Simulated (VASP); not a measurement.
# CoSn (P-62m) in VASP: further runs, part 2 of 2

VASP 6.6.1.

## Step 5: Single point, PBEsol (atoms displaced along a vibrational mode)

File INCAR:

```
SYSTEM = CoSn
PREC = Accurate
ENCUT = 520
EDIFF = 1E-6
ISMEAR = 0
SIGMA = 0.15
LREAL = .False.
LASPH = .True.
NELM = 80
ALGO = Fast
ISIF = 2
LWAVE = .False.
LCHARG = .False.
GGA = PS
NBANDS = 44
```

File KPOINTS:

```
Automatic mesh
0
Gamma
  12 12 12
  0 0 0
```

File POSCAR:

```
CoSn
1.0
    5.2197158240      0.0000000000      0.0000000000
   -2.6098579120      4.5204065041      0.0000000000
    0.0000000000      0.0000000000      4.1684718855
Co Sn
3 3
Direct
    0.0000000000      0.5172423180      0.0000000000
    0.4827576820      0.4827576820      0.0000000000
    0.5172423180      0.0000000000      0.0000000000
    0.6666666667      0.3333333333      0.5000000000
    0.3333333333      0.6666666667      0.5000000000
    0.0000000000      0.0000000000      0.0000000000
```

Potentials or basis: VASP PAW PBE potentials, release 64 (Co, Sn_d).

On the command line:

```bash
> cat potpaw_PBE.64/Co/POTCAR potpaw_PBE.64/Sn_d/POTCAR > POTCAR
> mpirun -np 1 vasp_std > vasp.out
```

OUTCAR:

```text
SYSTEM = CoSn
   PREC = Accurate
   ENCUT = 520
   EDIFF = 1E-6
   ISMEAR = 0
   LREAL = .False.
   LASPH = .True.
   NELM = 80
   ISIF = 2
   GGA = PS

 ion  position               nearest neighbor table
   1  0.000  0.517  0.000-   6 2.52   5 2.57   5 2.57   4 2.57   4 2.57   3 2.61   3 2.61   2 2.61
                             2 2.61   6 2.70
   2  0.483  0.483  0.000-   6 2.52   5 2.57   5 2.57   4 2.57   4 2.57   3 2.61   3 2.61   1 2.61
                             1 2.61   6 2.70
   3  0.517  0.000  0.000-   6 2.52   4 2.57   4 2.57   5 2.57   5 2.57   1 2.61   2 2.61   2 2.61
                             1 2.61   6 2.70
   4  0.667  0.333  0.500-   3 2.57   3 2.57   1 2.57   1 2.57   2 2.57   2 2.57   5 3.01   5 3.01
                             5 3.01   6 3.66   6 3.66   6 3.66   6 3.66   6 3.66   6 3.66
   5  0.333  0.667  0.500-   1 2.57   1 2.57   3 2.57   3 2.57   2 2.57   2 2.57   4 3.01   4 3.01
                             4 3.01   6 3.66   6 3.66   6 3.66   6 3.66   6 3.66   6 3.66
   6  0.000  0.000  0.000-   1 2.52   2 2.52   3 2.52   1 2.70   2 2.70   3 2.70   5 3.66   4 3.66
                             5 3.66   4 3.66   5 3.66   4 3.66   4 3.66   5 3.66   4 3.66   5 3.66

  LATTYP: Found a hexagonal cell.
 ALAT       =     5.2197158240
 C/A-ratio  =     0.7986013082

  Lattice vectors:

 A1 = (   5.2197158240,   0.0000000000,   0.0000000000)
 A2 = (  -2.6098579120,   4.5204065041,   0.0000000000)
 A3 = (   0.0000000000,   0.0000000000,   4.1684718855)

Analysis of symmetry for initial positions (statically):
=====================================================================
 Subroutine PRICEL returns:
 Original cell was already a primitive cell.

 Routine SETGRP: Setting up the symmetry group for a
 hexagonal supercell.

 Subroutine GETGRP returns: Found 12 space group operations
 (whereof 12 operations were pure point group operations)
 out of a pool of 24 trial point group operations.

The static configuration has the point symmetry D_3h.

Analysis of symmetry for dynamics (positions and initial velocities):
=====================================================================
 Subroutine PRICEL returns:
 Original cell was already a primitive cell.

 Routine SETGRP: Setting up the symmetry group for a
 hexagonal supercell.

 Subroutine GETGRP returns: Found 12 space group operations
 (whereof 12 operations were pure point group operations)
 out of a pool of 24 trial point group operations.

The dynamic configuration has the point symmetry D_3h.

 Subroutine INISYM returns: Found 12 space group operations
 (whereof 12 operations are pure point group operations),
 and found     1 'primitive' translations

----------------------------------------------------------------------------------------

                                     Primitive cell

  volume of cell :      98.3561

  direct lattice vectors                    reciprocal lattice vectors
     5.219715824  0.000000000  0.000000000     0.191581311  0.110609521  0.000000000
    -2.609857912  4.520406504  0.000000000     0.000000000  0.221219043  0.000000000
     0.000000000  0.000000000  4.168471885     0.000000000  0.000000000  0.239896064

  length of vectors
     5.219715824  5.219715824  4.168471885     0.221219043  0.221219043  0.239896064

  position of ions in fractional coordinates (direct lattice)
[... 41 lines left out ...]

 Following reciprocal coordinates:
            Coordinates               Weight
  0.000000  0.000000  0.000000      1.000000
  0.083333  0.000000  0.000000      6.000000
  0.166667 -0.000000  0.000000      6.000000
  0.250000  0.000000  0.000000      6.000000
  0.333333  0.000000  0.000000      6.000000
  0.416667  0.000000  0.000000      6.000000
[... 16 lines left out ...]
  0.250000  0.000000  0.083333     12.000000
  0.333333  0.000000  0.083333     12.000000
 [... further k-points ...]
   k-points           NKPTS =    133   k-points in BZ     NKDIM =    133   number of bands    NBANDS=     44
   number of dos      NEDOS =    301   number of ions     NIONS =      6
   total plane-waves  NPLWV =  51200
   dimension x,y,z NGX =    40 NGY =   40 NGZ =   32
   dimension x,y,z NGXF=    80 NGYF=   80 NGZF=   64
   ions per type =               3   3
   NGX,Y,Z   is equivalent  to a cutoff of  12.74, 12.74, 12.76 a.u.
   NGXF,Y,Z  is equivalent  to a cutoff of  25.48, 25.48, 25.52 a.u.
 SYSTEM =  CoSn
   PREC   = accura    normal or accurate (medium, high low for compatibility)
   ISTART =      0    job   : 0-new  1-cont  2-samecut
   ICHARG =      2    charge: 1-file 2-atom 10-const
   ISPIN  =      1    spin polarized calculation?
   LNONCOLLINEAR =      F non collinear calculations
   LSORBIT =      F    spin-orbit coupling
   LASPH  =      T    aspherical Exc in radial PAW
   ENCUT  =  520.0 eV  38.22 Ry    6.18 a.u.   9.71  9.71  7.75*2*pi/ulx,y,z
   NELM   =     80;   NELMIN=  2; NELMDL= -5     # of ELM steps
   EDIFF  = 0.1E-05   stopping-criterion for ELM
   LREAL  =      F    real-space projection
   EDIFFG = 0.1E-04   stopping-criterion for IOM
   NSW    =      0    number of steps for IOM
   IBRION =     -1    ionic relax: 0-MD 1-quasi-New 2-CG
   NFREE  =      0    steps in history (QN), initial steepest desc. (CG)
   ISIF   =      2    stress and relaxation
   ISYM   =      2    0-nonsym 1-usesym 2-fastsym
   POTIM  = 0.5000    time-step for ionic-motion
   TEBEG  =    0.0;   TEEND  =   0.0 temperature during run
   PSTRESS=    0.0 pullay stress
   NELECT =      69.0000    total number of electrons
   NUPDOWN=      -1.0000    fix difference up-down
   EMIN   =  10.00;   EMAX   =-10.00  energy-range for DOS
   EFERMI =   0.00;   METHOD = LEGACY
   ISMEAR =     0;   SIGMA  =   0.15  broadening in eV -4-tet -1-fermi 0-gaus
   EFERMI_NEDOS =   21; number of points for ismear=-14 and -15
   IALGO  =     68    algorithm
   IMIX   =      4    mixing-type and parameters
     AMIX     =   0.40;   BMIX     =  1.00
     AMIX_MAG =   1.60;   BMIX_MAG =  1.00
  volume/ion in A,a.u.               =      16.39       110.62
  Fermi-wavevector in a.u.,A,eV,Ry     =   1.454646  2.748883 28.789877  2.115996
  Thomas-Fermi vector in A             =   2.571773
   LORBIT       =      0    0 simple, 1 ext, 2 COOP (PROOUT), +10 PAW based schemes
   GGA     = PS    functional components
   LHFCALC =     F    Hartree Fock is set to
   AEXX    =    0.0000 exact exchange contribution
   IVDW    =     0    specifies the selected vdW correction
   LEPSILON=     F    determine dielectric tensor
   LRPA    =     F    only Hartree local field effects (RPA)
 non-spin polarized calculation
 RMM-DIIS sequential band-by-band and
 Gauss-broadening in eV      SIGMA  =   0.15
  energy-cutoff  :      520.00
  volume of cell :       98.36
 maximum number of plane-waves:      2674
 NGX is ok and might be reduce to    40
   NGX = 19   NGY = 19   NGZ = 15

 number of electron      68.9999994 magnetization

 Free energy of the ion-electron system (eV)
  ---------------------------------------------------
  ext. energy  EPLUGINS =         0.00000000
  ---------------------------------------------------
  free energy    TOTEN  =       -36.95589721 eV

  energy without entropy =      -36.91978384  energy(sigma->0) =      -36.93784052

 E-fermi :  10.1900     XC(G=0): -12.0952

 val. band max:       10.1806065544   @ k =   0.4167   0.1667   0.3333
 cond. band min:      10.1962735657   @ k =   0.2500   0.0000   0.0000
 fundamental gap:      0.0156670112
 Fermi energy:        10.1900404141

 k-point     1 :       0.0000    0.0000    0.0000
  band No.  band energies     occupation
      1     -11.1661      2.00000
      2     -11.0972      2.00000
      3     -11.0972      2.00000
      4     -11.0534      2.00000
      5     -11.0534      2.00000
      6     -11.0063      2.00000
[... 1117 lines left out ...]
     43      14.8774      0.00000
     44      16.3400      0.00000

 [... further k-points ...]
[... 5 lines left out ...]
  --------------------------------------------------------------------------------------
  -------------------------------------------------------------------------------------
  Total        0.3132826      0.3132826     -0.1661137      0.0000000      0.0000000      0.0000000
  in kB        5.1032357      5.1032357     -2.7059187      0.0000000      0.0000000      0.0000000
  external PRESSURE =       2.5001843 kB  Pullay stress =       0.0000000 kB

 VOLUME and BASIS-vectors are now :
 -----------------------------------------------------------------------------
  energy-cutoff  :      520.00
  volume of cell :       98.36
      direct lattice vectors                 reciprocal lattice vectors
     5.219715824  0.000000000  0.000000000     0.191581311  0.110609521  0.000000000
    -2.609857912  4.520406504  0.000000000     0.000000000  0.221219043  0.000000000
     0.000000000  0.000000000  4.168471885     0.000000000  0.000000000  0.239896064

 POSITION                                       TOTAL-FORCE (eV/Angst)
 -----------------------------------------------------------------------------------
     -1.34993      2.33815      0.00000         0.113590     -0.196744      0.000000
      1.25993      2.18226      0.00000         0.113590      0.196744     -0.000000
      2.69986      0.00000      0.00000        -0.227180     -0.000000     -0.000000
      2.60986      1.50680      2.08424         0.000000     -0.000000      0.000000
     -0.00000      3.01360      2.08424        -0.000000     -0.000000      0.000000
      0.00000      0.00000      0.00000         0.000000     -0.000000      0.000000
 -----------------------------------------------------------------------------------
    total drift:                                0.000002      0.000003     -0.000000

  FREE ENERGIE OF THE ION-ELECTRON SYSTEM (eV)
  ---------------------------------------------------
  free  energy   TOTEN  =       -36.9558972110 eV

  energy  without entropy=      -36.9197838372  energy(sigma->0) =      -36.93784052
```

OSZICAR:

```text
N       E                     dE             d eps       ncg     rms          rms(c)
DAV:   1     0.696856163591E+03    0.69686E+03   -0.31304E+04 11776   0.251E+03
DAV:   2     0.705099192481E+02   -0.62635E+03   -0.60660E+03 11704   0.608E+02
DAV:   3    -0.344408669381E+02   -0.10495E+03   -0.10174E+03 11908   0.226E+02
DAV:   4    -0.399299763544E+02   -0.54891E+01   -0.54439E+01 13292   0.580E+01
DAV:   5    -0.400980441844E+02   -0.16807E+00   -0.16800E+00 16004   0.927E+00    0.163E+01
RMM:   6    -0.421636254551E+02   -0.20656E+01   -0.35953E+01 12673   0.407E+01    0.172E+01
RMM:   7    -0.372828812261E+02    0.48807E+01   -0.10984E+01 12656   0.248E+01    0.471E+00
RMM:   8    -0.369537810855E+02    0.32910E+00   -0.88827E-01 13522   0.515E+00    0.894E-01
RMM:   9    -0.369544870328E+02   -0.70595E-03   -0.17219E-01 16569   0.229E+00    0.295E-01
RMM:  10    -0.369555318257E+02   -0.10448E-02   -0.33440E-02 18480   0.984E-01    0.181E-01
RMM:  11    -0.369557698632E+02   -0.23804E-03   -0.61183E-03 19314   0.467E-01    0.119E-01
RMM:  12    -0.369558583220E+02   -0.88459E-04   -0.15053E-03 20438   0.191E-01    0.331E-02
RMM:  13    -0.369558900616E+02   -0.31740E-04   -0.34095E-04 21124   0.845E-02    0.179E-02
RMM:  14    -0.369558945429E+02   -0.44813E-05   -0.64366E-05 18787   0.408E-02    0.869E-03
RMM:  15    -0.369558967680E+02   -0.22251E-05   -0.21978E-05 16487   0.219E-02    0.309E-03
RMM:  16    -0.369558972110E+02   -0.44299E-06   -0.59744E-06 10016   0.140E-02
   1 F= -.36955897E+02 E0= -.36937841E+02  d E =-.361134E-01
```

It took 11 min on 1 thread of Oxide Virtual Turin-like, shared host; peak memory 0.51 GiB.

Results:

```
Free energy            : -36.9559 eV
Pressure               : 0.3 GPa
Largest force          : 0.227 eV/Å
Band gap on the k mesh : zero (an odd number of electrons rules out a gap without spin polarisation)
```

Forces on the atoms (eV/Å):
```
Co   0.114 -0.197  0.000
Co   0.114  0.197  0.000
Co  -0.227  0.000  0.000
Sn   0.000  0.000  0.000
Sn   0.000  0.000  0.000
Sn   0.000  0.000  0.000
```

Caveat: the cell differs from its parent crystal (atoms displaced along a vibrational mode); the PAW data sets were made with another functional, which shifts forces and pressure a little; spin-orbit coupling is left out, which moves the levels of the heavy elements; the run has no spin polarisation, though such a crystal can be magnetic. Spin polarisation is off, so any magnetic state and its effect on volume and gap are missing.

## Step 6: Overview

```tsv
cell	gap on the mesh (eV)	pressure (GPa)	largest force (eV/Å)
as given, atomic positions A	none	0.4	0.30
as given, atomic positions B	none	0.2	0.17
as given, atomic positions C	none	0.5	0.39
as given, atomic positions D	none	0.3	0.23
```

Alike in all rows: task single point; level PBEsol; potentials or basis VASP PAW PBE potentials, release 64 (Co, Sn_d); no spin polarisation; k mesh 12 × 12 × 12; cutoff (eV) 520; smearing gaussian 0.15 eV.

Caveats: the PAW data sets were made with another functional, which shifts forces and pressure a little; spin-orbit coupling is left out, which moves the levels of the heavy elements; the run has no spin polarisation, though such a crystal can be magnetic.

Absolute energies hang on the potentials; compare differences alone.
